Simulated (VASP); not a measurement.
Write the native input for VASP 6.6.1 that does the following.

```yaml
Task: single point
Functional: PBEsol
Potentials_or_basis: VASP PAW PBE potentials, release 64 (Y_sv)
Cutoff: 520 eV
k_mesh: 15 × 15 × 8
Occupations: gaussian, width 0.15 eV
Spin: no spin polarisation
Dipole_correction: no
Further_INCAR_settings: ALGO = Fast; EDIFF = 1e-07; NBANDS = 18
```

The structure of Y lies in POSCAR:

```
Y
1.0
    3.9436191761      0.0000000000      0.0000000000
   -1.9718095880      3.4152743893      0.0000000000
    0.0000000000      0.0000000000      5.7474000000
Y
2
Direct
    0.3333333333      0.6666666667      0.2500000000
    0.6666666667      0.3333333333      0.7500000000
```

This cell differs from its parent crystal: strain +0.080 along x and y, +0.000 along z.

The input as run:

INCAR

```
ALGO     = Fast           # electronic algorithm
EDIFF    = 1E-7           # SCF threshold, eV
ENCUT    = 520            # plane-wave cutoff, eV
GGA      = PS             # functional
ISIF     = 2              # what is computed and relaxed
ISMEAR   = 0              # smearing method
LASPH    = T              # aspherical terms in the spheres
LCHARG   = T              # write CHGCAR
LELF     = T              # ELF
LREAL    = F              # projectors in reciprocal space
LVHAR    = T            
LWAVE    = F              # write WAVECAR
NBANDS   = 18             # bands
NELM     = 60             # most SCF steps
PREC     = Accurate       # precision mode
SIGMA    = 0.15           # smearing width, eV
```

KPOINTS

```
k-points
0
Gamma
  15 15 8
```

Potentials or basis: VASP PAW PBE potentials, release 64 (Y_sv).

Launch:

```console
$ cat potpaw_PBE.64/Y_sv/POTCAR > POTCAR
$ mpirun -np 1 vasp_std > vasp.out
```

It gave:

| Property | Result |
| --- | --- |
| Pressure | -6.4 GPa |
| Band gap on the k mesh | zero (bands 11 and 12 overlap by 1.62 eV) |

Caveat: the cell differs from its parent crystal (strain +0.080 along x and y, +0.000 along z); the cell stands under tension; the PAW data sets were made with another functional, which shifts forces and pressure a little.

Run time: 4 min on 1 thread of Intel(R) Xeon(R) Platinum 8559C (Emerald Rapids), on a shared host, peak memory 0.34 GiB.
